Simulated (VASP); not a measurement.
# HfO2 (P4_2/nmc) in VASP: vibrations by perturbation theory with PBEsol

Aim: the vibrations by perturbation theory of HfO2 with PBEsol.

Everything below comes from runs of VASP 6.6.1. Logs are shortened: lines on timing, memory, paths and dates and some standing lists are left out, and cuts for length are marked.

## Step 1: The cell of the first run

Symmetry: P4_2/nmc, No. 137, tetragonal system. Conventional cell: a = 3.496 Å, b = 3.496 Å, c = 4.992 Å, α = 90.00°, β = 90.00°, γ = 90.00°. Hf (site symmetry -4m2) has 8 O at 2.06 to 2.25 Å within 2.7 Å. O (site symmetry 2mm) has 4 Hf at 2.06 to 2.25 Å and 6 O at 2.49 to 2.50 Å within 2.7 Å.

## Step 2: Vibrations by perturbation theory, PBEsol

INCAR reads:

```
  PREC = Accurate
  ENCUT = 520
  EDIFF = 1E-8
  ISMEAR = 0
  SIGMA = 0.01
  LREAL = False
  LASPH = True
  NELM = 100
  ALGO = Normal
  ISIF = 2
  LWAVE = False
  LCHARG = False
  GGA = PS
  NBANDS = 31
  IBRION = 8
  NSW = 1
  LEPSILON = True
```

KPOINTS reads:

```
regular mesh
0
Gamma
  6 6 6
```

POSCAR reads:

```
HfO2
1.0
    3.4956021161      0.0000000000      0.0000000000
    0.0000000000      3.4956021161      0.0000000000
    0.0000000000      0.0000000000      4.9919754489
Hf O
2 4
Direct
    0.5000000000      0.5000000000      0.5000000000
    0.0000000000      0.0000000000      0.0000000000
    0.0000000000      0.5000000000      0.7166144233
    0.5000000000      0.0000000000      0.7833855767
    0.5000000000      0.0000000000      0.2833855767
    0.0000000000      0.5000000000      0.2166144233
```

Potentials or basis: VASP PAW PBE potentials, release 64 (Hf_pv, O).

On the command line:

```console
cat potpaw_PBE.64/Hf_pv/POTCAR potpaw_PBE.64/O/POTCAR > POTCAR
mpirun -np 1 vasp_std > vasp.out
```

OUTCAR:

```text
PREC = Accurate
   ENCUT = 520
   EDIFF = 1E-8
   ISMEAR = 0
   LREAL = False
   LASPH = True
   NELM = 100
   ISIF = 2
   GGA = PS
   IBRION = 8
   NSW = 1
   LEPSILON = True

 ion  position               nearest neighbor table
   1  0.500  0.500  0.500-   3 2.06   5 2.06   5 2.06   3 2.06   4 2.25   4 2.25   6 2.25   6 2.25
                             2 3.51   2 3.51   2 3.51   2 3.51   2 3.51   2 3.51   2 3.51   2 3.51
   2  0.000  0.000  0.000-   4 2.06   6 2.06   6 2.06   4 2.06   3 2.25   5 2.25   3 2.25   5 2.25
                             1 3.51   1 3.51   1 3.51   1 3.51   1 3.51   1 3.51   1 3.51   1 3.51
   3  0.000  0.500  0.717-   1 2.06   1 2.06   2 2.25   2 2.25
   4  0.500  0.000  0.783-   2 2.06   2 2.06   1 2.25   1 2.25
   5  0.500  0.000  0.283-   1 2.06   1 2.06   2 2.25   2 2.25
   6  0.000  0.500  0.217-   2 2.06   2 2.06   1 2.25   1 2.25

  LATTYP: Found a simple tetragonal cell.
 ALAT       =     3.4956021161
 C/A-ratio  =     1.4280731282

  Lattice vectors:

 A1 = (   3.4956021161,   0.0000000000,   0.0000000000)
 A2 = (   0.0000000000,   3.4956021161,   0.0000000000)
 A3 = (   0.0000000000,   0.0000000000,   4.9919754489)

Analysis of symmetry for initial positions (statically):
=====================================================================
 Subroutine PRICEL returns:
 Original cell was already a primitive cell.

[... 1157 lines left out ...]
  2X     0.567766    0.000000    0.000000  -11.593807    0.000000    0.000000    0.825068    0.000000    0.000000    9.664004    0.000000    0.000000   -0.445384    0.000000    0.000000    0.982352    0.000000    0.000000
  2Y     0.000000    0.567766    0.000000    0.000000  -11.593807    0.000000    0.000000   -0.445384    0.000000    0.000000    0.982352    0.000000    0.000000    0.825068    0.000000    0.000000    9.664004    0.000000
  2Z     0.000000    0.000000   17.795461    0.000000    0.000000  -29.208863    0.000000    0.000000   -0.102490    0.000000    0.000000    5.809191    0.000000    0.000000   -0.102490    0.000000    0.000000    5.809191
  3X     9.665576    0.000000    0.000000    0.826385    0.000000    0.000000  -20.358815    0.000000    0.000000    8.361446    0.000000    0.000000    0.348887    0.000000    0.000000    1.156520    0.000000    0.000000
  3Y     0.000000    0.980580    0.000000    0.000000   -0.441552    0.000000    0.000000   -9.148313    0.000000    0.000000    7.095246    0.000000    0.000000    0.353795    0.000000    0.000000    1.160244    0.000000
  3Z     0.000000    0.000000    5.807906    0.000000    0.000000   -0.096389    0.000000    0.000000  -15.952254    0.000000    0.000000   -2.227143    0.000000    0.000000    1.145699    0.000000    0.000000   11.322182
  4X     0.826385    0.000000    0.000000    9.665576    0.000000    0.000000    8.361446    0.000000    0.000000  -20.358815    0.000000    0.000000    1.156520    0.000000    0.000000    0.348887    0.000000    0.000000
  4Y     0.000000   -0.441552    0.000000    0.000000    0.980580    0.000000    0.000000    7.095246    0.000000    0.000000   -9.148313    0.000000    0.000000    1.160244    0.000000    0.000000    0.353795    0.000000
  4Z     0.000000    0.000000   -0.096389    0.000000    0.000000    5.807906    0.000000    0.000000   -2.227143    0.000000    0.000000  -15.952254    0.000000    0.000000   11.322182    0.000000    0.000000    1.145699
  5X     0.980580    0.000000    0.000000   -0.441552    0.000000    0.000000    0.353795    0.000000    0.000000    1.160244    0.000000    0.000000   -9.148313    0.000000    0.000000    7.095246    0.000000    0.000000
  5Y     0.000000    9.665576    0.000000    0.000000    0.826385    0.000000    0.000000    0.348887    0.000000    0.000000    1.156520    0.000000    0.000000  -20.358815    0.000000    0.000000    8.361446    0.000000
  5Z     0.000000    0.000000    5.807906    0.000000    0.000000   -0.096389    0.000000    0.000000    1.145699    0.000000    0.000000   11.322182    0.000000    0.000000  -15.952254    0.000000    0.000000   -2.227143
  6X    -0.441552    0.000000    0.000000    0.980580    0.000000    0.000000    1.160244    0.000000    0.000000    0.353795    0.000000    0.000000    7.095246    0.000000    0.000000   -9.148313    0.000000    0.000000
  6Y     0.000000    0.826385    0.000000    0.000000    9.665576    0.000000    0.000000    1.156520    0.000000    0.000000    0.348887    0.000000    0.000000    8.361446    0.000000    0.000000  -20.358815    0.000000
  6Z     0.000000    0.000000   -0.096389    0.000000    0.000000    5.807906    0.000000    0.000000   11.322182    0.000000    0.000000    1.145699    0.000000    0.000000   -2.227143    0.000000    0.000000  -15.952254

 Eigenvectors and eigenvalues of the dynamical matrix
 ----------------------------------------------------

   1 f  =   21.636484 THz   135.946039 2PiTHz  721.715427 cm-1    89.481268 meV
             X         Y         Z           dx          dy          dz
      1.747801  1.747801  2.495988     0.000000    0.000000    0.000000
      0.000000  0.000000  0.000000    -0.000000   -0.000000   -0.000000
      0.000000  1.747801  3.577322    -0.000000   -0.000000   -0.500000
      1.747801  0.000000  3.910642     0.000000    0.000000   -0.500000
      1.747801  0.000000  1.414654    -0.000000   -0.000000    0.500000
      0.000000  1.747801  1.081334     0.000000    0.000000    0.500000
[... 145 lines left out ...]
  18 f/i=    0.004036 THz     0.025356 2PiTHz    0.134612 cm-1     0.016690 meV
             X         Y         Z           dx          dy          dz
      1.747801  1.747801  2.495988     0.471760    0.449008    0.000000
      0.000000  0.000000  0.000000     0.471760    0.449008    0.000000
      0.000000  1.747801  3.577322     0.141231    0.134074    0.000000
      1.747801  0.000000  3.910642     0.141231    0.134074    0.000000
      1.747801  0.000000  1.414654     0.140867    0.134420    0.000000
      0.000000  1.747801  1.081334     0.140867    0.134420    0.000000

--------------------------------------------------------------------------------------------------------

 MACROSCOPIC STATIC DIELECTRIC TENSOR IONIC CONTRIBUTION
 ------------------------------------------------------
          28.645597    -0.000000     0.000000
          -0.000000    28.645597     0.000000
           0.000000     0.000000    13.788876
 ------------------------------------------------------

 ELASTIC MODULI CONTR FROM IONIC RELAXATION (kBar)
 Direction    XX          YY          ZZ          XY          YZ          ZX
 --------------------------------------------------------------------------------
 XX        -827.1510    450.7416   -501.4863      0.0000     -0.0000      0.0000
 YY         450.7416   -827.1510   -501.4863      0.0000      0.0000     -0.0000
 ZZ        -501.4863   -501.4863  -1336.2499      0.0000      0.0000      0.0000
 XY           0.0000      0.0000      0.0000      0.0000      0.0000      0.0000
 YZ          -0.0000      0.0000      0.0000      0.0000   -682.9518      0.0000
 ZX           0.0000     -0.0000      0.0000      0.0000      0.0000   -701.8034
 --------------------------------------------------------------------------------

 PIEZOELECTRIC TENSOR IONIC CONTR  for field in x, y, z        (C/m^2)
          XX          YY          ZZ          XY          YZ          ZX
  --------------------------------------------------------------------------------
  x     0.00000     0.00000     0.00000     0.00000    -0.00000    -0.00000
  y     0.00000    -0.00000    -0.00000     0.00000    -0.00000     0.00000
  z     0.00000     0.00000     0.00000     0.00000     0.00000    -0.00000
```

Run time: 16 min. Hardware: 1 thread of AMD EPYC 9R45 (Zen 5), shared host; peak memory 0.62 GiB.

What came out:

```yaml
Electronic_dielectric_tensor_diagonal: 5.30, 5.30, 5.01
Born_charges_mean_of_the_diagonal: Hf +5.40; O -2.70 e
Highest_phonon_frequency_at_Γ_LO-TO_splitting_left_out: 722 cm⁻¹
```

Phonon frequencies in cm⁻¹ (negative: imaginary):
```csv
q point,frequencies
"(0.000, 0.000, 0.000)",0 0 0 119 119 185 185 246 257 338 470 470 525 525 642 702 702 722
```

Electronic dielectric tensor:
```
5.30 0.00 0.00
0.00 5.30 0.00
0.00 0.00 5.01
```

Born effective charge tensors (e):
atom 1, Hf
```
5.53 0.00 0.00
0.00 5.53 0.00
0.00 0.00 5.15
```
atom 2, Hf
```
5.53 0.00 0.00
0.00 5.53 0.00
0.00 0.00 5.15
```
atom 3, O
```
-3.21  0.00  0.00
 0.00 -2.31  0.00
 0.00  0.00 -2.58
```
atom 4, O
```
-3.21  0.00  0.00
 0.00 -2.31  0.00
 0.00  0.00 -2.58
```
atom 5, O
```
-2.31  0.00  0.00
 0.00 -3.21  0.00
 0.00  0.00 -2.58
```
atom 6, O
```
-2.31  0.00  0.00
 0.00 -3.21  0.00
 0.00  0.00 -2.58
```

Caveat: the cell stands under pressure or tension, which shifts response properties; spin-orbit coupling is left out, which moves the levels of the heavy elements.
